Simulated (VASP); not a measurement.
Ir: single point with PBE

The system is Ir.

```
CELL_PARAMETERS angstrom
2.86143 0.00000 0.00000
-1.43072 2.47807 0.00000
0.00000 0.00000 4.81927
ATOMIC_POSITIONS crystal
Ir 0.66667 0.33333 0.75000
Ir 0.33333 0.66667 0.25000
```

This cell differs from its parent crystal: strain +0.040 along x and y, +0.080 along z.

```yaml
Program: VASP 6.6.1
Task: single point
Functional: PBE
Potentials_or_basis: VASP PAW PBE potentials, release 64 (Ir)
Cutoff: 520 eV
k_mesh: 18 × 18 × 12
Occupations: gaussian, width 0.15 eV
Spin: no spin polarisation
Dipole_correction: no
Further_INCAR_settings: ALGO = Fast; EDIFF = 1e-07; NBANDS = 16
```

| Property | Result |
| --- | --- |
| Pressure | -35.7 GPa |
| Band gap on the k mesh | zero (band 9 reaches 8.31 eV, above the bottom of band 10 at 5.73 eV) |

Stress tensor (GPa, compression positive):
```
-33.65   0.00   0.00
  0.00 -33.65   0.00
  0.00   0.00 -39.87
```

Levels at points of the mesh, in eV from the Fermi level:
| k point | band 6 | band 7 | band 8 | band 9 | band 10 | band 11 | band 12 | band 13 |
| --- | --- | --- | --- | --- | --- | --- | --- | --- |
| (0.00, 0.00, 0.00) | -2.39 | -2.39 | -1.49 | -1.49 | -0.51 | 0.25 | 0.25 | 5.06 |
| (0.50, 0.00, 0.00) | -2.41 | -2.35 | 0.58 | 0.71 | 0.95 | 2.46 | 3.74 | 7.11 |
| (0.00, 0.00, 0.50) | -2.84 | -2.84 | -2.84 | -0.33 | -0.33 | -0.33 | -0.33 | 12.13 |
| (0.50, 0.00, 0.50) | -1.41 | -0.53 | -0.53 | 0.85 | 0.85 | 1.82 | 1.82 | 6.25 |

It took 55 s on 1 thread of Intel(R) Xeon(R) 6975P-C (Granite Rapids) (shared host), peak memory 0.25 GiB.

Caveat: the cell differs from its parent crystal (strain +0.040 along x and y, +0.080 along z); spin-orbit coupling is left out, which moves the levels of the heavy elements.
